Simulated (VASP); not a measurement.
# AgI (P6_3mc) in VASP: a series of runs

The runs below take AgI through single point, with PBE.

All numbers are computed with VASP 6.6.1; they aren't measurements. Logs are shortened: lines on timing, memory, paths and dates and some standing lists are left out, and cuts for length are marked.

## (1) The cell of the first run

Symmetry: P6_3mc, No. 186, hexagonal system. The conventional cell has a = 4.897 Å, b = 4.897 Å, c = 8.006 Å, α = 90.00°, β = 90.00°, γ = 120.00°. Within 3.9 Å of Ag (site symmetry 3m) lie 4 I at 3.00 Å. Within 3.9 Å of I (site symmetry 3m) lie 4 Ag at 3.00 Å.

## (2) Single point, PBE (equal strain along all axes, cell held: +4.5 %, then relaxed in part)

INCAR reads:

```
  PREC = Accurate
  ENCUT = 500
  EDIFF = 1E-6
  ISMEAR = 0
  SIGMA = 0.02
  LREAL = False
  LASPH = True
  NELM = 120
  ALGO = Normal
  ISIF = 2
  LWAVE = False
  LCHARG = False
  GGA = PE
  NBANDS = 26
  GGA_COMPAT = False
```

KPOINTS reads:

```
regular mesh
0
Gamma
  6 6 4
```

POSCAR reads:

```
AgI
1.0
    4.8971697287      0.0000000000      0.0000000000
   -2.4485848643      4.2410733917      0.0000000000
    0.0000000000      0.0000000000      8.0058833722
Ag I
2 2
Direct
    0.3333333333      0.6666666667      0.0024494355
    0.6666666667      0.3333333333      0.5024494355
    0.3333333333      0.6666666667      0.3774505645
    0.6666666667      0.3333333333      0.8774505645
```

Potentials or basis: VASP PAW PBE potentials, release 64 (Ag, I).

Launch:

```bash
$ cat potpaw_PBE.64/Ag/POTCAR potpaw_PBE.64/I/POTCAR > POTCAR
$ mpirun -np 1 vasp_std > vasp.out
```

OUTCAR:

```text
PREC = Accurate
   ENCUT = 500
   EDIFF = 1E-6
   ISMEAR = 0
   LREAL = False
   LASPH = True
   NELM = 120
   ISIF = 2
   GGA = PE

 ion  position               nearest neighbor table
   1  0.333  0.667  0.002-   4 3.00   4 3.00   4 3.00   3 3.00
   2  0.667  0.333  0.502-   3 3.00   3 3.00   3 3.00   4 3.00
   3  0.333  0.667  0.377-   2 3.00   2 3.00   2 3.00   1 3.00
   4  0.667  0.333  0.877-   1 3.00   1 3.00   1 3.00   2 3.00

  LATTYP: Found a hexagonal cell.
 ALAT       =     4.8971697287
 C/A-ratio  =     1.6347980192

  Lattice vectors:

 A1 = (   4.8971697287,   0.0000000000,   0.0000000000)
 A2 = (  -2.4485848643,   4.2410733917,   0.0000000000)
 A3 = (   0.0000000000,   0.0000000000,   8.0058833722)

Analysis of symmetry for initial positions (statically):
=====================================================================
 Subroutine PRICEL returns:
 Original cell was already a primitive cell.

 Routine SETGRP: Setting up the symmetry group for a
 hexagonal supercell.

 Subroutine GETGRP returns: Found 12 space group operations
 (whereof  6 operations were pure point group operations)
 out of a pool of 24 trial point group operations.

The static configuration has the point symmetry C_3v.
 The point group associated with its full space group is C_6v.

Analysis of symmetry for dynamics (positions and initial velocities):
=====================================================================
 Subroutine PRICEL returns:
 Original cell was already a primitive cell.

 Routine SETGRP: Setting up the symmetry group for a
 hexagonal supercell.

 Subroutine GETGRP returns: Found 12 space group operations
 (whereof  6 operations were pure point group operations)
 out of a pool of 24 trial point group operations.

The dynamic configuration has the point symmetry C_3v.
 The point group associated with its full space group is C_6v.

 Subroutine INISYM returns: Found 12 space group operations
 (whereof  6 operations are pure point group operations),
 and found     1 'primitive' translations

----------------------------------------------------------------------------------------

                                     Primitive cell

  volume of cell :     166.2762

  direct lattice vectors                    reciprocal lattice vectors
     4.897169729  0.000000000  0.000000000     0.204199580  0.117894682  0.000000000
    -2.448584864  4.241073392  0.000000000     0.000000000  0.235789365  0.000000000
     0.000000000  0.000000000  8.005883372     0.000000000  0.000000000  0.124908140

  length of vectors
     4.897169729  4.897169729  8.005883372     0.235789365  0.235789365  0.124908140

  position of ions in fractional coordinates (direct lattice)
     0.333333333  0.666666667  0.002449435
     0.666666667  0.333333333  0.502449435
     0.333333333  0.666666667  0.377450565
     0.666666667  0.333333333  0.877450565

  ion indices of the primitive-cell ions
   primitive index   ion index
                 1           1
                 2           2
                 3           3
                 4           4

----------------------------------------------------------------------------------------

 KPOINTS: regular mesh

Automatic generation of k-mesh.
 Grid dimensions read from file:
 generate k-points for:    6    6    4

 Generating k-lattice:

  Cartesian coordinates                     Fractional coordinates (reciprocal lattice)
     0.034033263  0.019649114  0.000000000     0.166666667  0.000000000  0.000000000
     0.000000000  0.039298227  0.000000000     0.000000000  0.166666667  0.000000000
     0.000000000  0.000000000  0.031227035     0.000000000  0.000000000  0.250000000

  Length of vectors
     0.039298227  0.039298227  0.031227035

  Shift w.r.t. Gamma in fractional coordinates (k-lattice)
     0.000000000  0.000000000  0.000000000

 Subroutine IBZKPT returns following result:
 ===========================================

 Found     21 irreducible k-points:

 Following reciprocal coordinates:
            Coordinates               Weight
  0.000000  0.000000  0.000000      1.000000
  0.166667 -0.000000  0.000000      6.000000
  0.333333 -0.000000  0.000000      6.000000
  0.500000  0.000000  0.000000      3.000000
  0.166667  0.166667  0.000000      6.000000
  0.333333  0.166667  0.000000     12.000000
[... 13 lines left out ...]
  0.333333  0.166667  0.500000     12.000000
  0.333333  0.333333  0.500000      2.000000
   k-points           NKPTS =     21   k-points in BZ     NKDIM =     21   number of bands    NBANDS=     26
   number of dos      NEDOS =    301   number of ions     NIONS =      4
   total plane-waves  NPLWV =  77760
   dimension x,y,z NGX =    36 NGY =   36 NGZ =   60
   dimension x,y,z NGXF=    72 NGYF=   72 NGZF=  120
   ions per type =               2   2
   NGX,Y,Z   is equivalent  to a cutoff of  12.22, 12.22, 12.46 a.u.
   NGXF,Y,Z  is equivalent  to a cutoff of  24.44, 24.44, 24.92 a.u.
 SYSTEM =  unknown system
   PREC   = accura    normal or accurate (medium, high low for compatibility)
   ISTART =      0    job   : 0-new  1-cont  2-samecut
   ICHARG =      2    charge: 1-file 2-atom 10-const
   ISPIN  =      1    spin polarized calculation?
   LNONCOLLINEAR =      F non collinear calculations
   LSORBIT =      F    spin-orbit coupling
   LASPH  =      T    aspherical Exc in radial PAW
   ENCUT  =  500.0 eV  36.75 Ry    6.06 a.u.   8.93  8.93 14.60*2*pi/ulx,y,z
   NELM   =    120;   NELMIN=  2; NELMDL= -5     # of ELM steps
   EDIFF  = 0.1E-05   stopping-criterion for ELM
   LREAL  =      F    real-space projection
   EDIFFG = 0.1E-04   stopping-criterion for IOM
   NSW    =      0    number of steps for IOM
   IBRION =     -1    ionic relax: 0-MD 1-quasi-New 2-CG
   NFREE  =      0    steps in history (QN), initial steepest desc. (CG)
   ISIF   =      2    stress and relaxation
   ISYM   =      2    0-nonsym 1-usesym 2-fastsym
   POTIM  = 0.5000    time-step for ionic-motion
   TEBEG  =    0.0;   TEEND  =   0.0 temperature during run
   PSTRESS=    0.0 pullay stress
   NELECT =      36.0000    total number of electrons
   NUPDOWN=      -1.0000    fix difference up-down
   EMIN   =  10.00;   EMAX   =-10.00  energy-range for DOS
   EFERMI =   0.00;   METHOD = LEGACY
   ISMEAR =     0;   SIGMA  =   0.02  broadening in eV -4-tet -1-fermi 0-gaus
   EFERMI_NEDOS =   21; number of points for ismear=-14 and -15
   IALGO  =     38    algorithm
   IMIX   =      4    mixing-type and parameters
     AMIX     =   0.40;   BMIX     =  1.00
     AMIX_MAG =   1.60;   BMIX_MAG =  1.00
  volume/ion in A,a.u.               =      41.57       280.52
  Fermi-wavevector in a.u.,A,eV,Ry     =   0.983027  1.857652 13.147891  0.966343
  Thomas-Fermi vector in A             =   2.114154
   LORBIT       =      0    0 simple, 1 ext, 2 COOP (PROOUT), +10 PAW based schemes
   GGA     = PE    functional components
   LHFCALC =     F    Hartree Fock is set to
   AEXX    =    0.0000 exact exchange contribution
   IVDW    =     0    specifies the selected vdW correction
   LEPSILON=     F    determine dielectric tensor
   LRPA    =     F    only Hartree local field effects (RPA)
 non-spin polarized calculation
 Gauss-broadening in eV      SIGMA  =   0.02
  energy-cutoff  :      500.00
  volume of cell :      166.28
 maximum number of plane-waves:      4247
 NGX is ok and might be reduce to    36
   NGX = 17   NGY = 17   NGZ = 29

 number of electron      36.0000006 magnetization

 Free energy of the ion-electron system (eV)
  ---------------------------------------------------
  ext. energy  EPLUGINS =         0.00000000
  ---------------------------------------------------
  free energy    TOTEN  =        -9.39886304 eV

  energy without entropy =       -9.39886304  energy(sigma->0) =       -9.39886304

 E-fermi :   1.3106     XC(G=0):  -7.5637

 val. band max:        1.1813839336   @ k =   0.0000   0.0000   0.0000
 cond. band min:       2.5618719621   @ k =   0.0000   0.0000   0.0000
 fundamental gap:      1.3804880286
 Fermi energy:         1.3106246501

 k-point     1 :       0.0000    0.0000    0.0000
  band No.  band energies     occupation
      1     -10.6823      2.00000
      2     -10.5184      2.00000
      3      -2.0171      2.00000
      4      -2.0168      2.00000
      5      -2.0168      2.00000
      6      -1.9083      2.00000
[... 18 lines left out ...]
     25       7.9515      0.00000
     26       8.0564      0.00000

 k-point     2 :       0.1667   -0.0000    0.0000
  band No.  band energies     occupation
      1     -10.6465      2.00000
      2     -10.5013      2.00000
      3      -2.0374      2.00000
      4      -1.9861      2.00000
      5      -1.9837      2.00000
      6      -1.8984      2.00000
[... 18 lines left out ...]
     25       7.8945      0.00000
     26       8.3611      0.00000

 k-point     3 :       0.3333   -0.0000    0.0000
  band No.  band energies     occupation
      1     -10.5676      2.00000
      2     -10.4721      2.00000
      3      -2.0550      2.00000
      4      -1.9519      2.00000
      5      -1.9207      2.00000
      6      -1.8058      2.00000
[... 18 lines left out ...]
     25       8.6253      0.00000
     26       8.7144      0.00000

 k-point     4 :       0.5000    0.0000    0.0000
  band No.  band energies     occupation
      1     -10.5194      2.00000
      2     -10.4653      2.00000
      3      -2.0441      2.00000
      4      -1.9087      2.00000
      5      -1.8919      2.00000
      6      -1.7331      2.00000
[... 18 lines left out ...]
     25       8.5311      0.00000
     26       9.8257      0.00000

 k-point     5 :       0.1667    0.1667    0.0000
  band No.  band energies     occupation
      1     -10.5888      2.00000
      2     -10.4783      2.00000
      3      -2.0161      2.00000
      4      -1.9763      2.00000
      5      -1.9366      2.00000
      6      -1.8539      2.00000
[... 18 lines left out ...]
     25       8.3755      0.00000
     26       8.7587      0.00000

 k-point     6 :       0.3333    0.1667    0.0000
  band No.  band energies     occupation
      1     -10.5200      2.00000
      2     -10.4650      2.00000
      3      -2.0010      2.00000
      4      -1.9033      2.00000
      5      -1.8558      2.00000
      6      -1.7579      2.00000
[... 340 lines left out ...]
 k-point    18 :       0.5000    0.0000    0.5000
  band No.  band energies     occupation
      1     -10.4917      2.00000
      2     -10.4917      2.00000
      3      -2.0818      2.00000
      4      -2.0818      2.00000
      5      -1.7938      2.00000
      6      -1.7938      2.00000
[... 18 lines left out ...]
     25       8.5906      0.00000
     26       8.5906      0.00000

 k-point    19 :       0.1667    0.1667    0.5000
  band No.  band energies     occupation
      1     -10.5336      2.00000
      2     -10.5336      2.00000
      3      -2.0537      2.00000
      4      -2.0537      2.00000
      5      -1.8928      2.00000
      6      -1.8928      2.00000
[... 18 lines left out ...]
     25       8.2952      0.00000
     26       8.2952      0.00000

 k-point    20 :       0.3333    0.1667    0.5000
  band No.  band energies     occupation
      1     -10.4918      2.00000
      2     -10.4918      2.00000
      3      -2.0264      2.00000
      4      -2.0264      2.00000
      5      -1.8265      2.00000
      6      -1.8265      2.00000
[... 18 lines left out ...]
     25       8.6084      0.00000
     26       8.6084      0.00000

 k-point    21 :       0.3333    0.3333    0.5000
  band No.  band energies     occupation
      1     -10.4779      2.00000
      2     -10.4779      2.00000
      3      -1.9415      2.00000
      4      -1.9415      2.00000
      5      -1.8582      2.00000
      6      -1.8582      2.00000
[... 18 lines left out ...]
     25       9.2366      0.00000
     26       9.2367      0.00000

------------------------ aborting loop because EDIFF is reached ----------------------------------------

  FORCE on cell =-STRESS in cart. coord.  units (eV):
  Direction    XX          YY          ZZ          XY          YZ          ZX
  --------------------------------------------------------------------------------------
  -------------------------------------------------------------------------------------
  Total       -2.5289133     -2.5289133     -2.5442921     -0.0000000      0.0000000      0.0000000
  in kB      -24.3676879    -24.3676879    -24.5158725     -0.0000000      0.0000000      0.0000000
  external PRESSURE =     -24.4170827 kB  Pullay stress =       0.0000000 kB

 VOLUME and BASIS-vectors are now :
 -----------------------------------------------------------------------------
  energy-cutoff  :      500.00
  volume of cell :      166.28
      direct lattice vectors                 reciprocal lattice vectors
     4.897169729  0.000000000  0.000000000     0.204199580  0.117894682  0.000000000
    -2.448584864  4.241073392  0.000000000     0.000000000  0.235789365  0.000000000
     0.000000000  0.000000000  8.005883372     0.000000000  0.000000000  0.124908140

 POSITION                                       TOTAL-FORCE (eV/Angst)
 -----------------------------------------------------------------------------------
     -0.00000      2.82738      0.01961         0.000000      0.000000     -0.004146
      2.44858      1.41369      4.02255        -0.000000     -0.000000     -0.004146
     -0.00000      2.82738      3.02183        -0.000000     -0.000000      0.004146
      2.44858      1.41369      7.02477        -0.000000      0.000000      0.004146
 -----------------------------------------------------------------------------------
    total drift:                               -0.000000      0.000000     -0.000624

  FREE ENERGIE OF THE ION-ELECTRON SYSTEM (eV)
  ---------------------------------------------------
  free  energy   TOTEN  =        -9.3988630430 eV

  energy  without entropy=       -9.3988630430  energy(sigma->0) =       -9.39886304
```

Run time: 77 s. Hardware: 1 thread of Intel Xeon 6975P-C (Granite Rapids), shared host; peak memory 0.29 GiB.

Results:

* Free energy: -9.3989 eV
* Pressure: -2.4 GPa
* Largest force: 0.004 eV/Å
* Band gap on the k mesh: 1.38 eV

Forces in eV/Å, atoms in the order of the input:
```
Ag   0.000  0.000 -0.004
Ag   0.000  0.000 -0.004
I    0.000  0.000  0.004
I    0.000  0.000  0.004
```

Levels at points of the mesh, in eV from the valence-band top:
```
           k point  band 16  band 17  band 18  band 19  band 20  band 21
(0.00, 0.00, 0.00)    -0.04     0.00     0.00     1.38     2.72     6.03
(0.50, 0.00, 0.00)    -1.23    -0.69    -0.49     3.22     3.70     5.09
(0.00, 0.00, 0.50)    -0.25    -0.25    -0.25     2.56     2.56     5.68
(0.50, 0.00, 0.50)    -0.86    -0.85    -0.85     3.33     3.33     5.07
```

Caveat: the cell differs from its parent crystal (equal strain along all axes, cell held: +4.5 %, then relaxed in part); spin-orbit coupling is left out, which moves the levels of the heavy elements.

## (3) Single point, PBE

INCAR reads:

```
SYSTEM = AgI
PREC = Accurate ; ENCUT = 500
EDIFF = 1E-6 ; ISMEAR = 0
SIGMA = 0.02 ; LREAL = .False.
LASPH = .True. ; NELM = 120
ALGO = Normal ; ISIF = 2
LWAVE = .False. ; LCHARG = .False.
GGA = PE ; NBANDS = 26
GGA_COMPAT = .False.
```

KPOINTS reads:

```
Automatic mesh
0
Gamma
  6 6 4
  0 0 0
```

POSCAR is that of step 2.

Potentials or basis: VASP PAW PBE potentials, release 64 (Ag, I).

Launch:

```bash
$ cat potpaw_PBE.64/Ag/POTCAR potpaw_PBE.64/I/POTCAR > POTCAR
$ mpirun -np 1 vasp_std > vasp.out
```

OUTCAR:

```text
SYSTEM = AgI
   PREC = Accurate
   ENCUT = 500
   EDIFF = 1E-6
   ISMEAR = 0
   LREAL = .False.
   LASPH = .True.
   NELM = 120
   ISIF = 2
   GGA = PE

 ion  position               nearest neighbor table
   1  0.333  0.667  0.002-   4 3.00   4 3.00   4 3.00   3 3.00
   2  0.667  0.333  0.502-   3 3.00   3 3.00   3 3.00   4 3.00
   3  0.333  0.667  0.377-   2 3.00   2 3.00   2 3.00   1 3.00
   4  0.667  0.333  0.877-   1 3.00   1 3.00   1 3.00   2 3.00

  LATTYP: Found a hexagonal cell.
 ALAT       =     4.8971697287
 C/A-ratio  =     1.6347980192
[... 803 lines left out ...]
  Direction    XX          YY          ZZ          XY          YZ          ZX
  --------------------------------------------------------------------------------------
  -------------------------------------------------------------------------------------
  Total       -2.5289133     -2.5289133     -2.5442921     -0.0000000      0.0000000      0.0000000
  in kB      -24.3676879    -24.3676879    -24.5158725     -0.0000000      0.0000000      0.0000000
  external PRESSURE =     -24.4170827 kB  Pullay stress =       0.0000000 kB

 VOLUME and BASIS-vectors are now :
 -----------------------------------------------------------------------------
  energy-cutoff  :      500.00
  volume of cell :      166.28
      direct lattice vectors                 reciprocal lattice vectors
     4.897169729  0.000000000  0.000000000     0.204199580  0.117894682  0.000000000
    -2.448584864  4.241073392  0.000000000     0.000000000  0.235789365  0.000000000
     0.000000000  0.000000000  8.005883372     0.000000000  0.000000000  0.124908140

 POSITION                                       TOTAL-FORCE (eV/Angst)
 -----------------------------------------------------------------------------------
     -0.00000      2.82738      0.01961         0.000000      0.000000     -0.004146
      2.44858      1.41369      4.02255        -0.000000     -0.000000     -0.004146
     -0.00000      2.82738      3.02183        -0.000000     -0.000000      0.004146
      2.44858      1.41369      7.02477        -0.000000      0.000000      0.004146
 -----------------------------------------------------------------------------------
    total drift:                               -0.000000      0.000000     -0.000624

  FREE ENERGIE OF THE ION-ELECTRON SYSTEM (eV)
  ---------------------------------------------------
  free  energy   TOTEN  =        -9.3988630430 eV

  energy  without entropy=       -9.3988630430  energy(sigma->0) =       -9.39886304
```

It took 78 s on 1 thread of Intel Xeon 6975P-C (Granite Rapids), shared host; peak memory 0.29 GiB.

Results:

- Free energy: -9.3989 eV
- Pressure: -2.4 GPa
- Largest force: 0.004 eV/Å
- Band gap on the k mesh: 1.38 eV

Forces in eV/Å, atoms in the order of the input:
```
Ag   0.000  0.000 -0.004
Ag   0.000  0.000 -0.004
I    0.000  0.000  0.004
I    0.000  0.000  0.004
```

Levels at points of the mesh, in eV from the valence-band top:
```tsv
k point	band 16	band 17	band 18	band 19	band 20	band 21
(0.00, 0.00, 0.00)	-0.04	0.00	0.00	1.38	2.72	6.03
(0.50, 0.00, 0.00)	-1.23	-0.69	-0.49	3.22	3.70	5.09
(0.00, 0.00, 0.50)	-0.25	-0.25	-0.25	2.56	2.56	5.68
(0.50, 0.00, 0.50)	-0.86	-0.85	-0.85	3.33	3.33	5.07
```

Caveat: spin-orbit coupling is left out, which moves the levels of the heavy elements.
